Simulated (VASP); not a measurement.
# SiC (I-4m2) in VASP: a series of runs, part 2 of 3

VASP 6.6.1. The steps go on from the part before.

### Step 3. Single point, PBE

This run uses another cell than the first one, of the same volume but with other edges.

INCAR

```
PREC = Accurate
ENCUT = 520
EDIFF = 1E-7
ISMEAR = 0
SIGMA = 0.05
LREAL = F
LASPH = T
NELM = 60
ALGO = Normal
ISIF = 2
LWAVE = F
LCHARG = F
GGA = PE
NBANDS = 11
```

KPOINTS

```
regular mesh
0
Gamma
  4 4 4
```

POSCAR

```
SiC
1.0
    0.0000000000      2.0458123268      2.4549747921
    2.0458123268      0.0000000000      2.4549747921
    2.0458123268      2.0458123268      0.0000000000
Si C
1 1
Direct
    0.0000000000      0.0000000000      0.0000000000
    0.7500000000      0.7500000000      0.7500000000
```

Potentials or basis: VASP PAW PBE potentials, release 64 (Si, C).

Run with:

```
cat potpaw_PBE.64/Si/POTCAR potpaw_PBE.64/C/POTCAR > POTCAR
mpirun -np 1 vasp_std > vasp.out
```

OUTCAR:

```text
PREC = Accurate
   ENCUT = 520
   EDIFF = 1E-7
   ISMEAR = 0
   LREAL = F
   LASPH = T
   NELM = 60
   ISIF = 2
   GGA = PE

 ion  position               nearest neighbor table
   1  0.000  0.000  0.000-   2 1.90   2 1.90   2 1.90   2 1.90
   2  0.750  0.750  0.750-   1 1.90   1 1.90   1 1.90   1 1.90

  LATTYP: Found a body centered tetragonal cell.
 ALAT       =     2.8932155386
 C/A-ratio  =     1.6970562748

  Lattice vectors:

 A1 = (  -2.0458123268,   0.0000000000,   2.4549747921)
 A2 = (   2.0458123268,   0.0000000000,   2.4549747921)
 A3 = (   0.0000000000,   2.0458123268,  -2.4549747921)

Analysis of symmetry for initial positions (statically):
=====================================================================
 Subroutine PRICEL returns:
 Original cell was already a primitive cell.

 Routine SETGRP: Setting up the symmetry group for a
 body centered tetragonal supercell.

 Subroutine GETGRP returns: Found  8 space group operations
 (whereof  8 operations were pure point group operations)
 out of a pool of 16 trial point group operations.

The static configuration has the point symmetry D_2d.

Analysis of symmetry for dynamics (positions and initial velocities):
=====================================================================
 Subroutine PRICEL returns:
 Original cell was already a primitive cell.

 Routine SETGRP: Setting up the symmetry group for a
 body centered tetragonal supercell.

 Subroutine GETGRP returns: Found  8 space group operations
 (whereof  8 operations were pure point group operations)
 out of a pool of 16 trial point group operations.

The dynamic configuration has the point symmetry D_2d.

 Subroutine INISYM returns: Found  8 space group operations
 (whereof  8 operations are pure point group operations),
 and found     1 'primitive' translations

----------------------------------------------------------------------------------------

                                     Primitive cell

  volume of cell :      20.5498

  direct lattice vectors                    reciprocal lattice vectors
     0.000000000  2.045812327  2.454974792    -0.244401695  0.244401695  0.203668079
     2.045812327  0.000000000  2.454974792     0.244401695 -0.244401695  0.203668079
     2.045812327  2.045812327  0.000000000     0.244401695  0.244401695 -0.203668079

  length of vectors
     3.195661012  3.195661012  2.893215539     0.401179590  0.401179590  0.401179590

  position of ions in fractional coordinates (direct lattice)
     0.000000000  0.000000000  0.000000000
     0.750000000  0.750000000  0.750000000

  ion indices of the primitive-cell ions
   primitive index   ion index
                 1           1
                 2           2

----------------------------------------------------------------------------------------

 KPOINTS: regular mesh

Automatic generation of k-mesh.
 Grid dimensions read from file:
 generate k-points for:    4    4    4

 Generating k-lattice:

  Cartesian coordinates                     Fractional coordinates (reciprocal lattice)
    -0.061100424  0.061100424  0.050917020     0.250000000  0.000000000  0.000000000
     0.061100424 -0.061100424  0.050917020     0.000000000  0.250000000  0.000000000
[... 26 lines left out ...]
  0.500000  0.000000  0.500000      2.000000
 -0.250000  0.250000  0.500000      2.000000
   k-points           NKPTS =     13   k-points in BZ     NKDIM =     13   number of bands    NBANDS=     11
   number of dos      NEDOS =    301   number of ions     NIONS =      2
   total plane-waves  NPLWV =  13824
   dimension x,y,z NGX =    24 NGY =   24 NGZ =   24
   dimension x,y,z NGXF=    48 NGYF=   48 NGZF=   48
   ions per type =               1   1
   NGX,Y,Z   is equivalent  to a cutoff of  12.49, 12.49, 13.79 a.u.
   NGXF,Y,Z  is equivalent  to a cutoff of  24.97, 24.97, 27.58 a.u.
 SYSTEM =  unknown system
   PREC   = accura    normal or accurate (medium, high low for compatibility)
   ISTART =      0    job   : 0-new  1-cont  2-samecut
   ICHARG =      2    charge: 1-file 2-atom 10-const
   ISPIN  =      1    spin polarized calculation?
   LNONCOLLINEAR =      F non collinear calculations
   LSORBIT =      F    spin-orbit coupling
   LASPH  =      T    aspherical Exc in radial PAW
   ENCUT  =  520.0 eV  38.22 Ry    6.18 a.u.   5.94  5.94  5.38*2*pi/ulx,y,z
   NELM   =     60;   NELMIN=  2; NELMDL= -5     # of ELM steps
   EDIFF  = 0.1E-06   stopping-criterion for ELM
   LREAL  =      F    real-space projection
   EDIFFG = 0.1E-05   stopping-criterion for IOM
   NSW    =      0    number of steps for IOM
   IBRION =     -1    ionic relax: 0-MD 1-quasi-New 2-CG
   NFREE  =      0    steps in history (QN), initial steepest desc. (CG)
   ISIF   =      2    stress and relaxation
   ISYM   =      2    0-nonsym 1-usesym 2-fastsym
   POTIM  = 0.5000    time-step for ionic-motion
   TEBEG  =    0.0;   TEEND  =   0.0 temperature during run
   PSTRESS=    0.0 pullay stress
   NELECT =       8.0000    total number of electrons
   NUPDOWN=      -1.0000    fix difference up-down
   EMIN   =  10.00;   EMAX   =-10.00  energy-range for DOS
   EFERMI =   0.00;   METHOD = LEGACY
   ISMEAR =     0;   SIGMA  =   0.05  broadening in eV -4-tet -1-fermi 0-gaus
   EFERMI_NEDOS =   21; number of points for ismear=-14 and -15
   IALGO  =     38    algorithm
   IMIX   =      4    mixing-type and parameters
     AMIX     =   0.40;   BMIX     =  1.00
     AMIX_MAG =   1.60;   BMIX_MAG =  1.00
  volume/ion in A,a.u.               =      10.27        69.34
  Fermi-wavevector in a.u.,A,eV,Ry     =   1.195369  2.258920 19.441458  1.428907
  Thomas-Fermi vector in A             =   2.331336
   LORBIT       =      0    0 simple, 1 ext, 2 COOP (PROOUT), +10 PAW based schemes
   GGA     = PE    functional components
   LHFCALC =     F    Hartree Fock is set to
   AEXX    =    0.0000 exact exchange contribution
   IVDW    =     0    specifies the selected vdW correction
   LEPSILON=     F    determine dielectric tensor
   LRPA    =     F    only Hartree local field effects (RPA)
 non-spin polarized calculation
 Gauss-broadening in eV      SIGMA  =   0.05
  energy-cutoff  :      520.00
  volume of cell :       20.55
 maximum number of plane-waves:       561
   NGX = 11   NGY = 11   NGZ = 11

 number of electron       8.0000000 magnetization

 Free energy of the ion-electron system (eV)
  ---------------------------------------------------
  ext. energy  EPLUGINS =         0.00000000
  ---------------------------------------------------
  free energy    TOTEN  =       -14.46605482 eV

  energy without entropy =      -14.46605461  energy(sigma->0) =      -14.46605471

 E-fermi :   9.0786     XC(G=0): -11.4096

 val. band max:        8.9281003086   @ k =   0.0000   0.0000   0.0000
 cond. band min:       9.2290622771   @ k =   0.5000   0.0000   0.5000
 fundamental gap:      0.3009619684
 Fermi energy:         9.0785813146

 k-point     1 :       0.0000    0.0000    0.0000
  band No.  band energies     occupation
      1      -7.1955      2.00000
      2       7.2514      2.00000
      3       8.9281      1.99998
      4       8.9281      1.99998
      5      14.0360      0.00000
      6      15.6054      0.00000
      7      15.6054      0.00000
      8      15.8090      0.00000
      9      19.7069      0.00000
     10      22.0495      0.00000
     11      24.7984      0.00000
[... 155 lines left out ...]
 k-point    13 :      -0.2500    0.2500    0.5000
  band No.  band energies     occupation
      1      -1.4472      2.00000
      2       1.8102      2.00000
      3       3.5609      2.00000
      4       3.5695      2.00000
      5      12.1583      0.00000
      6      14.8612      0.00000
      7      15.7242      0.00000
      8      16.1271      0.00000
      9      25.0990      0.00000
     10      28.4828      0.00000
     11      30.3395      0.00000

------------------------ aborting loop because EDIFF is reached ----------------------------------------

  FORCE on cell =-STRESS in cart. coord.  units (eV):
  Direction    XX          YY          ZZ          XY          YZ          ZX
  --------------------------------------------------------------------------------------
  -------------------------------------------------------------------------------------
  Total        3.2414081      3.2414081     -5.2127509      0.0000000      0.0000000      0.0000000
  in kB      252.7177138    252.7177138   -406.4142632      0.0000000      0.0000000      0.0000000
  external PRESSURE =      33.0070548 kB  Pullay stress =       0.0000000 kB

 VOLUME and BASIS-vectors are now :
 -----------------------------------------------------------------------------
  energy-cutoff  :      520.00
  volume of cell :       20.55
      direct lattice vectors                 reciprocal lattice vectors
     0.000000000  2.045812327  2.454974792    -0.244401695  0.244401695  0.203668079
     2.045812327  0.000000000  2.454974792     0.244401695 -0.244401695  0.203668079
     2.045812327  2.045812327  0.000000000     0.244401695  0.244401695 -0.203668079

 POSITION                                       TOTAL-FORCE (eV/Angst)
 -----------------------------------------------------------------------------------
      0.00000      0.00000      0.00000         0.000000      0.000000      0.000000
      3.06872      3.06872      3.68246        -0.000000     -0.000000     -0.000000
 -----------------------------------------------------------------------------------
    total drift:                                0.000000      0.000000      0.000000

  FREE ENERGIE OF THE ION-ELECTRON SYSTEM (eV)
  ---------------------------------------------------
  free  energy   TOTEN  =       -14.4660548171 eV

  energy  without entropy=      -14.4660546117  energy(sigma->0) =      -14.46605471
```

stdout:

```text
POSCAR found type information on POSCAR SiC
 POSCAR found :  2 types and       2 ions
 scaLAPACK will be used
 LDA part: xc-table for (Slater+PW92), standard interpolation
 POSCAR, INCAR and KPOINTS ok, starting setup
 FFT: planning ... GRIDC
 FFT: planning ... GRID_SOFT
 FFT: planning ... GRID
 WAVECAR not read
 entering main loop
```

It took 12 s on 1 thread of AMD EPYC 7R13, shared host; peak memory 0.1 GiB.

What came out:

```
Free energy            : -14.4661 eV
Pressure               : 3.3 GPa
Band gap on the k mesh : 0.30 eV, indirect (least direct gap 3.08 eV)
```

Stress tensor (GPa, compression positive):
```
 25.27   0.00   0.00
  0.00  25.27   0.00
  0.00   0.00 -40.64
```

Levels at points of the mesh, in eV from the valence-band top:
```
           k point  band 1  band 2  band 3  band 4  band 5  band 6  band 7  band 8
(0.00, 0.00, 0.00)  -16.12   -1.68    0.00    0.00    5.11    6.68    6.68    6.88
(0.50, 0.00, 0.00)  -12.43   -9.21   -2.89   -0.39    2.69    7.58    8.03    9.75
(0.50, 0.50, 0.00)  -11.91   -9.98   -2.40   -2.40    1.97    5.80   12.07   13.74
(0.50, 0.00, 0.50)  -10.49   -7.66   -4.53   -4.13    0.30    2.67   10.10   13.62
```

Caveat: the k points lie up to 0.63 Å⁻¹ apart. A k mesh can miss the band edges.

(Part 2 of 3 ends here.)
